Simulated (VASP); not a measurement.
# EuSb (F-43m) in VASP: notebook

The runs below take EuSb through single point, with PBE.

Everything below comes from runs of VASP 6.6.1. Logs are shortened: lines on timing, memory, paths and dates and some standing lists are left out, and cuts for length are marked.

### 1 The cell of the first run

It takes space group F-43m (No. 216, cubic). Conventional cell: a = 6.832 Å, b = 6.832 Å, c = 6.832 Å, α = 90.00°, β = 90.00°, γ = 90.00°. Eu (site symmetry -43m) has 4 Sb at 2.96 Å within 3.9 Å. Within 3.9 Å of Sb (site symmetry -43m) lie 4 Eu at 2.96 Å.

### 2 Single point, PBE, collinear spin, ferromagnetic start

File INCAR:

```
SYSTEM = EuSb
  PREC = Accurate
  ENCUT = 520
  EDIFF = 1E-6
  ISMEAR = 0
  SIGMA = 0.05
  LREAL = .FALSE.
  LASPH = .TRUE.
  NELM = 150
  ALGO = Normal
  ISIF = 2
  LWAVE = .FALSE.
  LCHARG = .TRUE.
  ISPIN = 2
  MAGMOM = 6 0
  LORBIT = 11
  LMAXMIX = 6
  GGA = PE
  LELF = .TRUE.
  LVHAR = .TRUE.
  NBANDS = 22
```

File KPOINTS:

```
Automatic mesh
0
G
  6 6 6
  0 0 0
```

File POSCAR:

```
EuSb
1.0
    0.0000000000      3.4158120386      3.4158120386
    3.4158120386      0.0000000000      3.4158120386
    3.4158120386      3.4158120386      0.0000000000
Eu Sb
1 1
Direct
    0.0000000000      0.0000000000      0.0000000000
    0.2500000000      0.2500000000      0.2500000000
```

Potentials or basis: VASP PAW PBE potentials, release 64 (Eu, Sb).

Run with:

```console
cat potpaw_PBE.64/Eu/POTCAR potpaw_PBE.64/Sb/POTCAR > POTCAR
mpirun -np 1 vasp_std > vasp.out
```

OUTCAR:

```text
SYSTEM = EuSb
   PREC = Accurate
   ENCUT = 520
   EDIFF = 1E-6
   ISMEAR = 0
   LREAL = .FALSE.
   LASPH = .TRUE.
   NELM = 150
   ISIF = 2
   ISPIN = 2
   LORBIT = 11
   GGA = PE

 ion  position               nearest neighbor table
   1  0.000  0.000  0.000-   2 2.96   2 2.96   2 2.96   2 2.96
   2  0.250  0.250  0.250-   1 2.96   1 2.96   1 2.96   1 2.96

  LATTYP: Found a face centered cubic cell.
 ALAT       =     6.8316240772

  Lattice vectors:

 A1 = (   0.0000000000,   3.4158120386,   3.4158120386)
 A2 = (   3.4158120386,   0.0000000000,   3.4158120386)
 A3 = (   3.4158120386,   3.4158120386,   0.0000000000)

Analysis of symmetry for initial positions (statically):
=====================================================================
 Subroutine PRICEL returns:
 Original cell was already a primitive cell.

 Routine SETGRP: Setting up the symmetry group for a
 face centered cubic supercell.

 Subroutine GETGRP returns: Found 24 space group operations
 (whereof 24 operations were pure point group operations)
 out of a pool of 48 trial point group operations.

The static configuration has the point symmetry T_d .

Analysis of symmetry for dynamics (positions and initial velocities):
=====================================================================
 Subroutine PRICEL returns:
 Original cell was already a primitive cell.

 Routine SETGRP: Setting up the symmetry group for a
 face centered cubic supercell.

 Subroutine GETGRP returns: Found 24 space group operations
 (whereof 24 operations were pure point group operations)
 out of a pool of 48 trial point group operations.

The dynamic configuration has the point symmetry T_d .

Analysis of structural, dynamic, and magnetic symmetry:
=====================================================================
 Subroutine PRICEL returns:
 Original cell was already a primitive cell.

 Routine SETGRP: Setting up the symmetry group for a
 face centered cubic supercell.

 Subroutine GETGRP returns: Found 24 space group operations
 (whereof 24 operations were pure point group operations)
 out of a pool of 48 trial point group operations.

The overall configuration has the point symmetry T_d .

 Subroutine INISYM returns: Found 24 space group operations
 (whereof 24 operations are pure point group operations),
 and found     1 'primitive' translations

----------------------------------------------------------------------------------------

                                     Primitive cell

  volume of cell :      79.7098

  direct lattice vectors                    reciprocal lattice vectors
     0.000000000  3.415812039  3.415812039    -0.146378078  0.146378078  0.146378078
     3.415812039  0.000000000  3.415812039     0.146378078 -0.146378078  0.146378078
     3.415812039  3.415812039  0.000000000     0.146378078  0.146378078 -0.146378078

  length of vectors
     4.830687712  4.830687712  4.830687712     0.253534268  0.253534268  0.253534268

  position of ions in fractional coordinates (direct lattice)
     0.000000000  0.000000000  0.000000000
     0.250000000  0.250000000  0.250000000

  ion indices of the primitive-cell ions
   primitive index   ion index
                 1           1
                 2           2

----------------------------------------------------------------------------------------

 KPOINTS: Automatic mesh

Automatic generation of k-mesh.
 Grid dimensions read from file:
 generate k-points for:    6    6    6

 Generating k-lattice:

  Cartesian coordinates                     Fractional coordinates (reciprocal lattice)
    -0.024396346  0.024396346  0.024396346     0.166666667  0.000000000  0.000000000
     0.024396346 -0.024396346  0.024396346     0.000000000  0.166666667  0.000000000
     0.024396346  0.024396346 -0.024396346     0.000000000  0.000000000  0.166666667

  Length of vectors
     0.042255711  0.042255711  0.042255711

  Shift w.r.t. Gamma in fractional coordinates (k-lattice)
     0.000000000  0.000000000  0.000000000

 Subroutine IBZKPT returns following result:
 ===========================================

 Found     16 irreducible k-points:

 Following reciprocal coordinates:
            Coordinates               Weight
  0.000000  0.000000  0.000000      1.000000
  0.166667  0.000000  0.000000      8.000000
  0.333333  0.000000  0.000000      8.000000
  0.500000  0.000000  0.000000      4.000000
  0.166667  0.166667  0.000000      6.000000
  0.333333  0.166667  0.000000     24.000000
[... 8 lines left out ...]
 -0.333333  0.333333  0.166667     24.000000
 -0.333333  0.500000  0.166667     12.000000
   k-points           NKPTS =     16   k-points in BZ     NKDIM =     16   number of bands    NBANDS=     22
   number of dos      NEDOS =    301   number of ions     NIONS =      2
   total plane-waves  NPLWV =  46656
   dimension x,y,z NGX =    36 NGY =   36 NGZ =   36
   dimension x,y,z NGXF=    72 NGYF=   72 NGZF=   72
   ions per type =               1   1
   NGX,Y,Z   is equivalent  to a cutoff of  12.39, 12.39, 12.39 a.u.
   NGXF,Y,Z  is equivalent  to a cutoff of  24.78, 24.78, 24.78 a.u.
 SYSTEM =  EuSb
   PREC   = accura    normal or accurate (medium, high low for compatibility)
   ISTART =      0    job   : 0-new  1-cont  2-samecut
   ICHARG =      2    charge: 1-file 2-atom 10-const
   ISPIN  =      2    spin polarized calculation?
   LNONCOLLINEAR =      F non collinear calculations
   LSORBIT =      F    spin-orbit coupling
   LASPH  =      T    aspherical Exc in radial PAW
   ENCUT  =  520.0 eV  38.22 Ry    6.18 a.u.   8.98  8.98  8.98*2*pi/ulx,y,z
   NELM   =    150;   NELMIN=  2; NELMDL= -5     # of ELM steps
   EDIFF  = 0.1E-05   stopping-criterion for ELM
   LREAL  =      F    real-space projection
   EDIFFG = 0.1E-04   stopping-criterion for IOM
   NSW    =      0    number of steps for IOM
   IBRION =     -1    ionic relax: 0-MD 1-quasi-New 2-CG
   NFREE  =      0    steps in history (QN), initial steepest desc. (CG)
   ISIF   =      2    stress and relaxation
   ISYM   =      2    0-nonsym 1-usesym 2-fastsym
   POTIM  = 0.5000    time-step for ionic-motion
   TEBEG  =    0.0;   TEEND  =   0.0 temperature during run
   PSTRESS=    0.0 pullay stress
   NELECT =      22.0000    total number of electrons
   NUPDOWN=      -1.0000    fix difference up-down
   EMIN   =  10.00;   EMAX   =-10.00  energy-range for DOS
   EFERMI =   0.00;   METHOD = LEGACY
   ISMEAR =     0;   SIGMA  =   0.05  broadening in eV -4-tet -1-fermi 0-gaus
   EFERMI_NEDOS =   21; number of points for ismear=-14 and -15
   IALGO  =     38    algorithm
   IMIX   =      4    mixing-type and parameters
     AMIX     =   0.40;   BMIX     =  1.00
     AMIX_MAG =   1.60;   BMIX_MAG =  1.00
  volume/ion in A,a.u.               =      39.85       268.95
  Fermi-wavevector in a.u.,A,eV,Ry     =   1.065888  2.014237 15.457827  1.136118
  Thomas-Fermi vector in A             =   2.201455
   LORBIT       =     11    0 simple, 1 ext, 2 COOP (PROOUT), +10 PAW based schemes
   GGA     = PE    functional components
   LHFCALC =     F    Hartree Fock is set to
   AEXX    =    0.0000 exact exchange contribution
   IVDW    =     0    specifies the selected vdW correction
   LEPSILON=     F    determine dielectric tensor
   LRPA    =     F    only Hartree local field effects (RPA)
 spin polarized calculation
 Gauss-broadening in eV      SIGMA  =   0.05
  energy-cutoff  :      520.00
  volume of cell :       79.71
 maximum number of plane-waves:      2168
   NGX = 17   NGY = 17   NGZ = 17

 number of electron      22.0000000 magnetization       6.0489740

 Free energy of the ion-electron system (eV)
  ---------------------------------------------------
  ext. energy  EPLUGINS =         0.00000000
  ---------------------------------------------------
  free energy    TOTEN  =       -16.04093704 eV

  energy without entropy =      -16.03417561  energy(sigma->0) =      -16.03755633

 E-fermi :   2.1222     XC(G=0):  -8.3951

 val. band max:        2.1198124641   @ k =   0.5000   0.5000   0.0000
 cond. band min:       2.1328349525   @ k =   0.3333   0.1667   0.0000
 fundamental gap:      0.0130224885
 Fermi energy:         2.1221706324

 spin component 1

 k-point     1 :       0.0000    0.0000    0.0000
  band No.  band energies     occupation
      1     -38.9222      1.00000
      2     -17.5956      1.00000
      3     -17.5956      1.00000
      4     -17.5956      1.00000
      5      -6.0813      1.00000
      6       1.2477      1.00000
[... 14 lines left out ...]
     21       8.8495      0.00000
     22      10.5043      0.00000
[... 351 lines left out ...]
 k-point    16 :      -0.3333    0.5000    0.1667
  band No.  band energies     occupation
      1     -38.9189      1.00000
      2     -17.6788      1.00000
      3     -17.6328      1.00000
      4     -17.6250      1.00000
      5      -5.2151      1.00000
      6       0.4433      1.00000
[... 14 lines left out ...]
     21      10.3920      0.00000
     22      10.6100      0.00000
 Fermi energy:         2.1221706324

 spin component 2

 k-point     1 :       0.0000    0.0000    0.0000
  band No.  band energies     occupation
      1     -35.9787      1.00000
      2     -15.5137      1.00000
      3     -15.5137      1.00000
      4     -15.5137      1.00000
      5      -6.3020      1.00000
      6       1.3899      1.00000
[... 14 lines left out ...]
     21       9.1909      0.00000
     22      11.0432      0.00000
[... 352 lines left out ...]
  band No.  band energies     occupation
      1     -35.9738      1.00000
      2     -15.6480      1.00000
      3     -15.5691      1.00000
      4     -15.5579      1.00000
      5      -5.4006      1.00000
      6       0.4353      1.00000
[... 14 lines left out ...]
     21      10.9896      0.00000
     22      11.0598      0.00000

------------------------ aborting loop because EDIFF is reached ----------------------------------------

  FORCE on cell =-STRESS in cart. coord.  units (eV):
  Direction    XX          YY          ZZ          XY          YZ          ZX
  --------------------------------------------------------------------------------------
  -------------------------------------------------------------------------------------
  Total        2.8875861      2.8875861      2.8875861     -0.0000000     -0.0000000      0.0000000
  in kB       58.0408327     58.0408327     58.0408327     -0.0000000     -0.0000000      0.0000000
  external PRESSURE =      58.0408327 kB  Pullay stress =       0.0000000 kB

 VOLUME and BASIS-vectors are now :
 -----------------------------------------------------------------------------
  energy-cutoff  :      520.00
  volume of cell :       79.71
      direct lattice vectors                 reciprocal lattice vectors
     0.000000000  3.415812039  3.415812039    -0.146378078  0.146378078  0.146378078
     3.415812039  0.000000000  3.415812039     0.146378078 -0.146378078  0.146378078
     3.415812039  3.415812039  0.000000000     0.146378078  0.146378078 -0.146378078

 POSITION                                       TOTAL-FORCE (eV/Angst)
 -----------------------------------------------------------------------------------
      0.00000      0.00000      0.00000         0.000000      0.000000      0.000000
      1.70791      1.70791      1.70791        -0.000000     -0.000000     -0.000000
 -----------------------------------------------------------------------------------
    total drift:                                0.000000      0.000000      0.000000

  FREE ENERGIE OF THE ION-ELECTRON SYSTEM (eV)
  ---------------------------------------------------
  free  energy   TOTEN  =       -16.0409370422 eV

  energy  without entropy=      -16.0341756130  energy(sigma->0) =      -16.03755633

 total charge

# of ion       s       p       d       f       tot
--------------------------------------------------
    1        2.063   5.725   0.451   6.482  14.720
    2        1.147   1.448   0.007   0.000   2.602
--------------------------------------------------
tot          3.209   7.173   0.458   6.482  17.322

 magnetization (x)

# of ion       s       p       d       f       tot
--------------------------------------------------
    1       -0.007  -0.127   0.031   6.434   6.331
    2       -0.007  -0.222   0.002   0.000  -0.227
--------------------------------------------------
tot         -0.014  -0.349   0.033   6.434   6.104
```

Wall time 1.9 min (1 thread of Intel Xeon Platinum 8259CL at 2.50GHz (Skylake/Cascade Lake), shared host); peak memory 0.27 GiB.

Results:

| Item | Value |
| --- | --- |
| Free energy | -16.0409 eV |
| Pressure | 5.8 GPa |
| Net moment | 6.05 μB per cell |
| Site moments | Eu +6.33; Sb -0.23 μB |
| Valence electrons inside the program's atomic spheres | Eu 14.72; Sb 2.60 |

Caveat: spin-orbit coupling is left out, which moves the levels of the heavy elements; a cell with one magnetic atom can't hold antiferromagnetic order, which such compounds often take; without U or exact exchange the open f shell lies at the Fermi level, which spoils levels, moments and volumes. The state reached can hang on the start; a lower one may exist.

(Continued in part 2 of 3.)
